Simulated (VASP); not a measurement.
Write the native input for VASP 6.6.1 that does the following.

```
Task                   : single point
Functional             : PBEsol
Potentials or basis    : VASP PAW PBE potentials, release 64 (Hg, Te)
Cutoff                 : 520 eV
k mesh                 : 14 × 14 × 14
Occupations            : gaussian, width 0.15 eV
Spin                   : no spin polarisation
Dipole correction      : no
Further INCAR settings : ALGO = Normal; EDIFF = 1e-06; NBANDS = 16
```

The structure of HgTe lies in POSCAR:

```
HgTe
1.0
    0.0000000000      3.0945600000      3.4813800000
    3.0945600000      0.0000000000      3.4813800000
    3.0945600000      3.0945600000      0.0000000000
Hg Te
1 1
Direct
    0.0000000000      0.0000000000      0.0000000000
    0.7500000000      0.7500000000      0.7500000000
```

This cell differs from its parent crystal: strain -0.040 along x and y, +0.080 along z.

These files were run (other wordings do the same):

INCAR

```
SYSTEM = HgTe
  PREC = Accurate
  ENCUT = 520
  EDIFF = 1E-6
  ISMEAR = 0
  SIGMA = 0.15
  LREAL = .FALSE.
  LASPH = .TRUE.
  NELM = 80
  ALGO = Normal
  ISIF = 2
  LWAVE = .FALSE.
  LCHARG = .TRUE.
  GGA = PS
  LELF = .TRUE.
  LVHAR = .TRUE.
  NBANDS = 16
```

KPOINTS

```
Automatic mesh
0
G
  14 14 14
  0 0 0
```

Potentials or basis: VASP PAW PBE potentials, release 64 (Hg, Te).

The run is started by

```sh
$ cat potpaw_PBE.64/Hg/POTCAR potpaw_PBE.64/Te/POTCAR > POTCAR
$ mpirun -np 1 vasp_std > vasp.out
```

Results of the run:

```yaml
Pressure: 1.4 GPa
Band_gap_on_the_k_mesh: zero (filled and empty bands touch)
```

Caveat: the cell differs from its parent crystal (strain -0.040 along x and y, +0.080 along z); semilocal functionals underestimate gaps, so a narrow gap can read as zero; the PAW data sets were made with another functional, which shifts forces and pressure a little; spin-orbit coupling is left out, which moves the levels of the heavy elements.

Run time: 3.7 min on 1 thread of Intel(R) Xeon(R) Platinum 8488C (Sapphire Rapids), with other jobs on the host, peak memory 0.4 GiB.
